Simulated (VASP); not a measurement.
Be:

```
Be
1.0
     2.26478    0.00000    0.00000
    -1.13239    1.96136    0.00000
     0.00000    0.00000    3.57410
Be
2
Direct
  0.33333 0.66667 0.75000
  0.66667 0.33333 0.25000
```

Program: VASP 6.6.1. Alike in all runs: potentials or basis VASP PAW PBE potentials, release 64 (Be); cell as given; cutoff (eV) 520.

Task: Order these runs on this cell by their pressure, lowest first.
A. level PBE; spin off; k mesh 7 × 9 × 1; smearing gaussian 0.1 eV
B. level PBEsol; spin collinear, ferromagnetic start; k mesh 3 × 3 × 1; smearing gaussian 0.067 eV
C. level PBE+D3(BJ); spin off; k mesh 3 × 3 × 2; smearing gaussian 0.1 eV
D. level PBE; spin off; k mesh 12 × 12 × 6; smearing fermi-dirac 0.1 eV

Result: D (-0.4 GPa), C (1.9 GPa), A (14.2 GPa), B (22.5 GPa).

Caveats: some runs use coarse meshes; three body term missing (some runs); pairwise dispersion overbinds metals, which lowers pressure and volume (some runs); the PAW data sets were made with another functional, which shifts forces and pressure a little (some runs).
